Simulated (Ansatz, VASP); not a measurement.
# Two plane-wave programs on C

The input INCAR:

```
SYSTEM = C
ALGO = Normal
EDIFF = 1E-7
ENCUT = 520
GGA = PS
ISIF = 2
ISMEAR = 0
LASPH = .True.
LCHARG = .False.
LREAL = .False.
LWAVE = .False.
NBANDS = 16
NELM = 100
PREC = Accurate
SIGMA = 0.15
```

KPOINTS

```
k-points
0
Gamma
  18 18 6
  0 0 0
```

The input POSCAR:

```
C
1.0
    1.1720581540     -2.1290849524      0.0000000000
    1.1720581540      2.1290849524      0.0000000000
    0.0000000000      0.0000000000      7.3778182888
C
4
Direct
    0.0833216498      0.9166783502      0.7498439858
    0.5833216498      0.4166783502      0.2501560142
    0.9166783502      0.0833216498      0.2501560142
    0.4166783502      0.5833216498      0.7498439858
```

Input for Ansatz:

```yaml
crystal:
  lattice:
    - [1.172058154, -2.1290849524, 0.0]
    - [1.172058154, 2.1290849524, 0.0]
    - [0.0, 0.0, 7.3778182888]
  atoms:
    - { symbol: C, position: [0.0833216498, 0.9166783502, 0.7498439858] }
    - { symbol: C, position: [0.5833216498, 0.4166783502, 0.2501560142] }
    - { symbol: C, position: [0.9166783502, 0.0833216498, 0.2501560142] }
    - { symbol: C, position: [0.4166783502, 0.5833216498, 0.7498439858] }
basis:
  ecutwfc: 520.0
kpoints:
  mp_grid: { grid: [18, 18, 6] }
hamiltonian:
  xc: pbesol
  pseudopotentials: { kind: paw, azcp: { folder: soft_1 } }
scf:
  occupations: { method: gaussian, width: 0.15 }
output:
  forces: true
  stress: true
  eigenvalues: true
```

Change from the starting cell: normal strain along x -0.0467, normal strain along y +0.0000.

Alike in both runs: task single point; functional PBEsol; k mesh 18 × 18 × 6; occupations gaussian, width 0.15 eV; no spin polarisation.

```csv
,VASP,Ansatz
version,VASP 6.6.1,Ansatz 0.2.0
potentials or method,"VASP PAW PBE potentials, release 64 (C), cutoff 520 eV","scalar-relativistic, plane waves, PAW"
valence electrons in the cell,16,16
```

|  | VASP | Ansatz | Ansatz less VASP |
| --- | --- | --- | --- |
| gap on the k mesh at the Fermi level (eV) | 0.17 | 0.17 | -0.001 |
| least direct gap on the mesh (eV) | 0.17 | 0.17 | -0.001 |
| pressure (GPa) | 21.6 | 20.8 | -0.72 |
| traceless stress, the component that is largest in VASP (GPa) | 33.04 | 32.57 | -0.469 |
| rms of the force components (eV/Å) | 0.477 | 0.471 | -0.0062 |

VASP's potentials were made for PBE, not for PBEsol, and Ansatz warns of the same on its side. Atom by atom the forces differ by 0.006 eV/Å (rms over components). The functional is the same, so the differences come from potentials, cutoffs and numerics.
